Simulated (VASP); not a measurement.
Write the native input for VASP 6.6.1 that does the following.

```
Task                   : single point
Functional             : PBE
Dispersion             : D3(BJ)
Potentials or basis    : VASP PAW PBE potentials, release 64 (As, In_d, F)
Cutoff                 : 520 eV
k mesh                 : 6 × 6 × 1
Occupations            : gaussian, width 0.1 eV
Spin                   : no spin polarisation
Dipole correction      : yes
Further INCAR settings : ALGO = Normal; EDIFF = 1e-06; NBANDS = 30
```

The structure of In2As2F lies in POSCAR:

```
In2As2F
1.0
    4.3220706728      0.0000000000      0.0000000000
   -2.1610353364      3.7430229996      0.0000000000
    0.0000000000      0.0000000000     21.7386927254
As In F
2 2 1
Direct
    0.0000000000      0.0000000000      0.1840037048
    0.3333333333      0.6666666667      0.3557112061
    0.3333333333      0.6666666667      0.2245875152
    0.6666666667      0.3333333333      0.3881876814
    0.8888888889      0.7777777778      0.5031899969
```

The input as run:

INCAR

```
ALGO     = Normal         # electronic algorithm
DIPOL    = 0.5 0.5 0.331
EDIFF    = 1E-6           # SCF threshold, eV
ENCUT    = 520            # plane-wave cutoff, eV
GGA      = PE             # functional
IDIPOL   = 3            
ISIF     = 2              # what is computed and relaxed
ISMEAR   = 0              # smearing method
IVDW     = 12             # dispersion correction
LASPH    = T              # aspherical terms in the spheres
LCHARG   = F              # write CHGCAR
LDIPOL   = T            
LREAL    = F              # projectors in reciprocal space
LWAVE    = F              # write WAVECAR
NBANDS   = 30             # bands
NELM     = 100            # most SCF steps
PREC     = Accurate       # precision mode
SIGMA    = 0.1            # smearing width, eV
```

KPOINTS

```
k-points
0
Gamma
  6 6 1
```

Potentials or basis: VASP PAW PBE potentials, release 64 (As, In_d, F).

Command:

```console
$ cat potpaw_PBE.64/As/POTCAR potpaw_PBE.64/In_d/POTCAR potpaw_PBE.64/F/POTCAR > POTCAR
$ mpirun -np 1 vasp_std > vasp.out
```

Results of the run:

The largest force is 1.664 eV/Å and the dispersion energy per atom is -0.178 eV.

Caveat: an odd number of electrons without spin polarisation forces a metal; a magnetic or distorted state may lie lower.

Wall time 2.7 min on 1 thread of Intel(R) Xeon(R) 6975P-C (Granite Rapids), on a shared host, peak memory 0.46 GiB.
